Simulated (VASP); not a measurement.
Wanted: the native input for a VASP 6.6.1 run.

```yaml
Task: single point
Functional: LDA
Potentials_or_basis: VASP PAW LDA potentials, release 64 (V_sv)
Cutoff: 500 eV
k_mesh: 10 × 10 × 10
Occupations: gaussian, width 0.1 eV
Spin: no spin polarisation
Dipole_correction: no
Further_INCAR_settings: ALGO = Normal; EDIFF = 1e-06; NBANDS = 12
```

The structure of V lies in POSCAR:

```
V
1.0
   -1.4672033618      1.4672033618      1.4672033618
    1.4672033618     -1.4672033618      1.4672033618
    1.4672033618      1.4672033618     -1.4672033618
V
1
Direct
    0.0000000000      0.0000000000      0.0000000000
```

These files were run (other wordings do the same):

INCAR

```
PREC = Accurate
ENCUT = 500
EDIFF = 1E-6
ISMEAR = 0
SIGMA = 0.1
LREAL = False
LASPH = True
NELM = 120
ALGO = Normal
ISIF = 2
LWAVE = False
LCHARG = False
NBANDS = 12
GGA_COMPAT = False
```

KPOINTS

```
Automatic mesh
0
Gamma
  10 10 10
```

Potentials or basis: VASP PAW LDA potentials, release 64 (V_sv).

Launch:

```console
$ cat potpaw_LDA.64/V_sv/POTCAR > POTCAR
$ mpirun -np 1 vasp_std > vasp.out
```

It gave:

The pressure is -0.1 GPa and the band gap on the k mesh is zero (an odd number of electrons rules out a gap without spin polarisation).

Wall time 8.5 s on 1 thread of Intel(R) Xeon(R) Platinum 8259CL CPU @ 2.50GHz (Skylake/Cascade Lake) (shared host), peak memory 0.11 GiB.
